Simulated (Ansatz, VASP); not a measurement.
**BaS, level by level in two programs**

```
CELL_PARAMETERS angstrom
0.00000 3.17231 3.17231
3.17231 0.00000 3.17231
3.17231 3.17231 0.00000
ATOMIC_POSITIONS crystal
Ba 0.00000 0.00000 0.00000
S 0.50000 0.50000 0.50000
```

Single points on this cell with VASP 6.6.1 and Ansatz 0.2.0. Each row is one pair of runs. Alike in all rows: spin: off; k mesh: 7 × 7 × 7; smearing: fermi-dirac, width 0.05 eV.

```tsv
level	VASP's potentials, cutoff	Ansatz's potentials, cutoff	gap on the k mesh at the Fermi level (eV), VASP	gap on the k mesh at the Fermi level (eV), Ansatz	least direct gap on the mesh (eV), VASP	least direct gap on the mesh (eV), Ansatz	pressure (GPa), VASP	pressure (GPa), Ansatz
r2SCAN	VASP PAW PBE potentials, release 64 (Ba_sv, S), 520 eV	Ansatz PAW, 500 eV	2.49	2.58	2.62	2.68	2.5	1.8
LDA	VASP PAW LDA potentials, release 64 (Ba_sv, S), 520 eV	Ansatz PAW, 420 eV	1.93	2.03	2.07	2.14	-1.0	-1.6
PBE	VASP PAW PBE potentials, release 64 (Ba_sv, S), 520 eV	Ansatz PAW, 420 eV	2.13	2.23	2.27	2.34	2.4	1.8
```

Gap on the k mesh at the fermi level (eV): the two programs differ by at most 0.107; least direct gap on the mesh (eV): the two programs differ by at most 0.075; pressure (GPa): the two programs differ by at most 0.68.

Spin-orbit coupling is off throughout. Noted on Ansatz's runs: odd divisions of the mesh miss points on the zone boundary, where band edges often lie, so the gap on the mesh can be too wide.
